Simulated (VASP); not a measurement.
# CoO (Pm-3m) in VASP: a series of runs

The runs below take CoO through single point, relaxation of cell and atoms, with PBE.

Everything below comes from runs of VASP 6.6.1. Logs are shortened: lines on timing, memory, paths and dates and some standing lists are left out, and cuts for length are marked.

### Step 1. The cell of the first run

Symmetry: Pm-3m, No. 221, cubic system. Conventional cell: a = 2.616 Å, b = 2.616 Å, c = 2.616 Å, α = 90.00°, β = 90.00°, γ = 90.00°. Co (site symmetry m-3m) has 8 O at 2.27 Å and 6 Co at 2.62 Å within 3.0 Å. O (site symmetry m-3m) has 8 Co at 2.27 Å and 6 O at 2.62 Å within 3.0 Å.

### Step 2. Single point, PBE, collinear spin, antiferromagnetic start

INCAR

```
ALGO     = Normal         # electronic algorithm
EDIFF    = 1E-6           # SCF threshold, eV
ENCUT    = 520            # plane-wave cutoff, eV
GGA      = PE             # functional
ISIF     = 2              # what is computed and relaxed
ISMEAR   = 0              # smearing method
ISPIN    = 2              # spin polarisation
LASPH    = True           # aspherical terms in the spheres
LCHARG   = False          # write CHGCAR
LMAXMIX  = 4              # l up to which the mixer works
LORBIT   = 11             # projections on sites
LREAL    = False          # projectors in reciprocal space
LWAVE    = False          # write WAVECAR
MAGMOM   = 3 -3 0 0       # initial moments
NBANDS   = 27             # bands
NELM     = 150            # most SCF steps
PREC     = Accurate       # precision mode
SIGMA    = 0.1            # smearing width, eV
```

KPOINTS

```
k-points
0
Gamma
  16 16 8
```

POSCAR

```
CoO
1.0
    2.6161540064      0.0000000000      2.6161540064
    0.0000000000      2.6161540064      2.6161540064
    0.0000000000      0.0000000000      5.2323080128
Co O
2 2
Direct
    0.0000000000      0.0000000000      0.0000000000
    0.0000000000      0.0000000000      0.5000000000
    0.5000000000      0.5000000000      0.7500000000
    0.5000000000      0.5000000000      0.2500000000
```

Potentials or basis: VASP PAW PBE potentials, release 64 (Co, O).

Run with:

```console
$ cat potpaw_PBE.64/Co/POTCAR potpaw_PBE.64/O/POTCAR > POTCAR
$ mpirun -np 1 vasp_std > vasp.out
```

OUTCAR:

```text
EDIFF = 1E-6
   ENCUT = 520
   GGA = PE
   ISIF = 2
   ISMEAR = 0
   ISPIN = 2
   LASPH = True
   LORBIT = 11
   LREAL = False
   NELM = 150
   PREC = Accurate

 ion  position               nearest neighbor table
   1  0.000  0.000  0.000-   3 2.27   4 2.27   3 2.27   4 2.27   3 2.27   4 2.27   3 2.27   4 2.27
                             2 2.62   2 2.62   2 2.62   2 2.62   2 2.62   2 2.62
   2  0.000  0.000  0.500-   4 2.27   3 2.27   3 2.27   4 2.27   3 2.27   4 2.27   4 2.27   3 2.27
                             1 2.62   1 2.62   1 2.62   1 2.62   1 2.62   1 2.62
   3  0.500  0.500  0.750-   2 2.27   1 2.27   1 2.27   2 2.27   1 2.27   2 2.27   2 2.27   1 2.27

   4  0.500  0.500  0.250-   1 2.27   2 2.27   1 2.27   2 2.27   1 2.27   2 2.27   1 2.27   2 2.27

  LATTYP: Found a face centered cubic cell.
 ALAT       =     5.2323080128

  Lattice vectors:

 A1 = (   2.6161540064,  -2.6161540064,   0.0000000000)
 A2 = (   2.6161540064,   0.0000000000,   2.6161540064)
 A3 = (   0.0000000000,  -2.6161540064,   2.6161540064)

Analysis of symmetry for initial positions (statically):
=====================================================================
 Subroutine PRICEL returns following result:

  LATTYP: Found a simple cubic cell.
 ALAT       =     2.6161540064
[... 18 lines left out ...]
Analysis of symmetry for dynamics (positions and initial velocities):
=====================================================================
 Subroutine PRICEL returns following result:

  LATTYP: Found a simple cubic cell.
 ALAT       =     2.6161540064
[... 16 lines left out ...]
The dynamic configuration has the point symmetry O_h .

Analysis of structural, dynamic, and magnetic symmetry:
=====================================================================
 Subroutine PRICEL returns following result:

  LATTYP: Found a simple cubic cell.
 ALAT       =     2.6161540064
[... 12 lines left out ...]
 Subroutine GETGRP returns: Found 48 space group operations
 (whereof 48 operations were pure point group operations)
 out of a pool of 48 trial point group operations.

The overall configuration has the point symmetry O_h .

 Subroutine INISYM returns: Found 48 space group operations
 (whereof 48 operations are pure point group operations),
 and found     2 'primitive' translations

----------------------------------------------------------------------------------------

                                     Primitive cell

[... 112 lines left out ...]
  Fermi-wavevector in a.u.,A,eV,Ry     =   1.543270  2.916358 32.404759  2.381683
  Thomas-Fermi vector in A             =   2.648957
   LORBIT       =     11    0 simple, 1 ext, 2 COOP (PROOUT), +10 PAW based schemes
   GGA     = PE    functional components
   LHFCALC =     F    Hartree Fock is set to
   AEXX    =    0.0000 exact exchange contribution
   IVDW    =     0    specifies the selected vdW correction
   LEPSILON=     F    determine dielectric tensor
   LRPA    =     F    only Hartree local field effects (RPA)
 spin polarized calculation
 Gauss-broadening in eV      SIGMA  =   0.10
  energy-cutoff  :      520.00
  volume of cell :       35.81
 maximum number of plane-waves:       982
 NGX is ok and might be reduce to    28

 number of electron      30.0000005 magnetization       0.0000000

 number of electron      30.0000005 magnetization      -0.0000000

 Free energy of the ion-electron system (eV)
  ---------------------------------------------------
  ext. energy  EPLUGINS =         0.00000000
  ---------------------------------------------------
  free energy    TOTEN  =       -25.01505480 eV

  energy without entropy =      -25.01504667  energy(sigma->0) =      -25.01505073

 E-fermi :   8.8082     XC(G=0): -12.9708

 val. band max:        8.5654543084   @ k =   0.0000   0.0000   0.0000
 cond. band min:       9.0362822376   @ k =   0.0000   0.0000   0.5000
 fundamental gap:      0.4708279293
 Fermi energy:         8.8082034819

 spin component 1

 k-point     1 :       0.0000    0.0000    0.0000
  band No.  band energies     occupation
      1     -11.4034      1.00000
      2      -8.4864      1.00000
      3       1.9097      1.00000
      4       1.9098      1.00000
      5       1.9099      1.00000
      6       5.2965      1.00000
[... 709 lines left out ...]
     26      26.2365      0.00000
     27      27.2170      0.00000

 [... further k-points ...]

 spin component 2

 k-point     1 :       0.0000    0.0000    0.0000
  band No.  band energies     occupation
      1     -11.4034      1.00000
      2      -8.4864      1.00000
      3       1.9097      1.00000
      4       1.9098      1.00000
      5       1.9099      1.00000
      6       5.2965      1.00000
[... 709 lines left out ...]
     26      26.2365      0.00000
     27      27.2170      0.00000

 [... further k-points ...]
[... 5 lines left out ...]
  --------------------------------------------------------------------------------------
  -------------------------------------------------------------------------------------
  Total       -0.2434820     -0.2434820     -0.2434820     -0.0000000      0.0000000     -0.0000000
  in kB      -10.8932530    -10.8932530    -10.8932530     -0.0000000      0.0000000     -0.0000000
  external PRESSURE =     -10.8932530 kB  Pullay stress =       0.0000000 kB

 VOLUME and BASIS-vectors are now :
 -----------------------------------------------------------------------------
  energy-cutoff  :      520.00
  volume of cell :       35.81
      direct lattice vectors                 reciprocal lattice vectors
     2.616154006  0.000000000  2.616154006     0.382240494  0.000000000  0.000000000
     0.000000000  2.616154006  2.616154006     0.000000000  0.382240494  0.000000000
     0.000000000  0.000000000  5.232308013    -0.191120247 -0.191120247  0.191120247

 POSITION                                       TOTAL-FORCE (eV/Angst)
 -----------------------------------------------------------------------------------
      0.00000      0.00000      0.00000         0.000000     -0.000000      0.000000
      0.00000      0.00000      2.61615        -0.000000      0.000000      0.000000
      1.30808      1.30808      6.54039         0.000000     -0.000000     -0.000000
      1.30808      1.30808      3.92423         0.000000     -0.000000      0.000000
 -----------------------------------------------------------------------------------
    total drift:                                0.000000     -0.000000     -0.000000

  FREE ENERGIE OF THE ION-ELECTRON SYSTEM (eV)
  ---------------------------------------------------
  free  energy   TOTEN  =       -25.0150547988 eV

  energy  without entropy=      -25.0150466659  energy(sigma->0) =      -25.01505073

 total charge

# of ion       s       p       d       tot
------------------------------------------
    1        0.291   0.346   7.175   7.812
    2        0.291   0.346   7.175   7.812
    3        1.577   3.348   0.000   4.924
    4        1.577   3.348   0.000   4.924
--------------------------------------------------
tot          3.736   7.387  14.350  25.473

 magnetization (x)

# of ion       s       p       d       tot
------------------------------------------
    1        0.006   0.009   2.369   2.384
    2       -0.006  -0.009  -2.369  -2.384
    3        0.000   0.000   0.000   0.000
    4        0.000   0.000   0.000   0.000
--------------------------------------------------
tot          0.000   0.000   0.000   0.000
```

stdout:

```text
POSCAR found type information on POSCAR CoO
 POSCAR found :  2 types and       4 ions
 scaLAPACK will be used
 LDA part: xc-table for (Slater+PW92), standard interpolation
 POSCAR, INCAR and KPOINTS ok, starting setup
 FFT: planning ... GRIDC
 FFT: planning ... GRID_SOFT
 FFT: planning ... GRID
 WAVECAR not read
 entering main loop
```

Wall time 2 min (1 thread of Intel Xeon 6975P-C (Granite Rapids), shared host); peak memory 0.28 GiB.

What came out:

```
Free energy                                           : -25.0151 eV
Pressure                                              : -1.1 GPa
Band gap on the k mesh                                : 0.47 eV
Net moment                                            : 0.00 μB per cell
Site moments                                          : Co +2.38, -2.38; O +0.00 μB
Valence electrons inside the program's atomic spheres : Co 7.81; O 4.92
```

Levels at points of the mesh, in eV from the valence-band top:
Spin up:
```
           k point  band 13  band 14  band 15  band 16  band 17  band 18
(0.00, 0.00, 0.00)    -1.41     0.00     0.00     1.13     1.83     1.83
(0.50, 0.00, 0.00)    -1.46    -0.18    -0.01     0.54     1.42     1.42
(0.00, 0.00, 0.50)    -0.88    -0.81    -0.81     0.47     1.43     1.43
```
Spin down:
| k point | band 12 | band 13 | band 14 | band 15 | band 16 | band 17 | band 18 | band 19 |
| --- | --- | --- | --- | --- | --- | --- | --- | --- |
| (0.00, 0.00, 0.00) | -1.41 | -1.41 | 0.00 | 0.00 | 1.13 | 1.83 | 1.83 | 1.83 |
| (0.50, 0.00, 0.00) | -1.53 | -1.46 | -0.18 | -0.01 | 0.54 | 1.42 | 1.42 | 6.38 |
| (0.00, 0.00, 0.50) | -0.88 | -0.88 | -0.81 | -0.81 | 0.47 | 1.43 | 1.43 | 5.99 |

### Step 3. Relaxation of cell and atoms, PBE, collinear spin, ferromagnetic start

This run uses another cell than the first one: it holds 2 atoms, not 4.

INCAR

```
SYSTEM = CoO
ALGO = Normal
EDIFF = 1E-6
EDIFFG = -0.01
ENCUT = 600
GGA = PE
IBRION = 2
ISIF = 3
ISMEAR = 0
ISPIN = 2
LASPH = .TRUE.
LCHARG = .FALSE.
LMAXMIX = 4
LORBIT = 11
LREAL = .FALSE.
LWAVE = .FALSE.
MAGMOM = 2.74 0.52
NELM = 150
NSW = 100
PREC = Accurate
SIGMA = 0.1
```

KPOINTS

```
k-points
0
G
  16 16 16
  0 0 0
```

POSCAR

```
CoO
1.0
    2.6161540064      0.0000000000      0.0000000000
    0.0000000000      2.6161540064      0.0000000000
    0.0000000000      0.0000000000      2.6161540064
Co O
1 1
Direct
    0.0000000000      0.0000000000      0.0000000000
    0.5000000000      0.5000000000      0.5000000000
```

Potentials or basis: VASP PAW PBE potentials, release 64 (Co, O).

Run with:

```console
$ cat potpaw_PBE.64/Co/POTCAR potpaw_PBE.64/O/POTCAR > POTCAR
$ mpirun -np 1 vasp_std > vasp.out
```

It took 62 s on 1 thread of Intel Xeon 6975P-C (Granite Rapids), shared host; peak memory 0.22 GiB.

It converged, with:

```yaml
Free_energy: -12.4023 eV
Relaxed_volume: 8.92 Å³/atom
Relaxed_cell: a = 2.613 Å, b = 2.613 Å, c = 2.613 Å, α = 90.00°, β = 90.00°, γ = 90.00°
Space_group_after_relaxing_to_0.05_Å: Pm-3m (No. 221)
Energy_gained_by_relaxing: 0.1 meV/atom
Ionic_steps: 3
Pressure_after_relaxing: 0.1 GPa
Band_gap_on_the_k_mesh: zero (filled and empty bands overlap)
Net_moment: 3.00 μB per cell
Site_moments: Co +2.50; O +0.45 μB
Valence_electrons_inside_the_program's_atomic_spheres: Co 7.81; O 4.93
```

The path:
```tsv
step	energy change (eV)	largest force (eV/Å)	pressure (GPa)	volume (Å³)
1	0.0000	0.0000	-0.69	17.91
2	-0.0001	0.0000	0.23	17.81
3	-0.0002	0.0000	0.09	17.83
```

Final structure:
```yaml
crystal:
  lattice:
    - [2.61258, 0.00000, 0.00000]
    - [0.00000, 2.61258, 0.00000]
    - [0.00000, 0.00000, 2.61258]
  atoms:
    - { symbol: Co, position: [0.00000, 0.00000, 0.00000] }
    - { symbol: O, position: [0.50000, 0.50000, 0.50000] }
```

Levels at points of the mesh, in eV from the Fermi level:
Spin up:
| k point | band 5 | band 6 | band 7 | band 8 | band 9 | band 10 | band 11 | band 12 | band 13 |
| --- | --- | --- | --- | --- | --- | --- | --- | --- | --- |
| (0.00, 0.00, 0.00) | -2.81 | -2.81 | -2.56 | -2.56 | -2.56 | 0.71 | 15.48 | 15.48 | 19.97 |
| (0.50, 0.00, 0.00) | -3.95 | -2.48 | -1.62 | -0.36 | -0.36 | 6.18 | 8.04 | 16.47 | 17.68 |
| (0.50, 0.50, 0.00) | -3.18 | -3.12 | -3.12 | -1.90 | -1.60 | 5.69 | 11.16 | 11.16 | 16.76 |
| (0.50, 0.50, 0.50) | -1.56 | -1.56 | -0.37 | -0.37 | -0.37 | 6.79 | 6.79 | 6.79 | 14.64 |
Spin down:
| k point | band 3 | band 4 | band 5 | band 6 | band 7 | band 8 | band 9 | band 10 |
| --- | --- | --- | --- | --- | --- | --- | --- | --- |
| (0.00, 0.00, 0.00) | -2.56 | -2.01 | -2.01 | -2.01 | 0.50 | 0.50 | 0.50 | 1.39 |
| (0.50, 0.00, 0.00) | -2.93 | -2.93 | -2.14 | 0.43 | 0.60 | 1.80 | 1.80 | 6.63 |
| (0.50, 0.50, 0.00) | -5.68 | -2.17 | -1.04 | -0.42 | -0.22 | -0.22 | 0.62 | 6.74 |
| (0.50, 0.50, 0.50) | -6.12 | -6.12 | 0.66 | 0.66 | 2.10 | 2.10 | 2.10 | 7.12 |

Caveat: a cell with one magnetic atom can't hold antiferromagnetic order, which such compounds often take; semilocal functionals often make such compounds metallic where correlation or magnetic order opens a gap, which also shifts bond lengths.
